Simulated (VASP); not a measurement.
Here is a VASP 6.6.1 calculation.

Contents of INCAR:

```
SYSTEM = Si
PREC = Accurate ; ENCUT = 400
EDIFF = 1E-6 ; ISMEAR = 0
SIGMA = 0.1 ; LREAL = .False.
LASPH = .True. ; NELM = 120
ALGO = Normal ; ISIF = 2
LWAVE = .False. ; LCHARG = .False.
LDIPOL = .True. ; IDIPOL = 3
DIPOL = 0.5 0.5 0.257 ; GGA = PE
IVDW = 12 ; NBANDS = 11
GGA_COMPAT = .False. ; NELMDL = -8
```

File KPOINTS:

```
regular mesh
0
Gamma
  9 9 1
  0 0 0
```

File POSCAR:

```
Si
1.0
    3.8475254748      0.0000000000      0.0000000000
   -1.9237627374      3.3320548028      0.0000000000
    0.0000000000      0.0000000000     18.4415958287
Si
2
Direct
    0.3333333333      0.6666666667      0.2695427207
    0.6666666667      0.3333333333      0.2440135898
```

Potentials or basis: VASP PAW PBE potentials, release 64 (Si).

Command:

```console
$ cat potpaw_PBE.64/Si/POTCAR > POTCAR
$ mpirun -np 1 vasp_std > vasp.out
```

Predict the dispersion energy per atom.

-0.191 eV.

Predict the band gap on the k mesh.

zero (filled and empty bands touch).

Forces in eV/Å, atoms in the order of the input:
```
Si   0.000  0.000 -0.002
Si   0.000  0.000  0.002
```
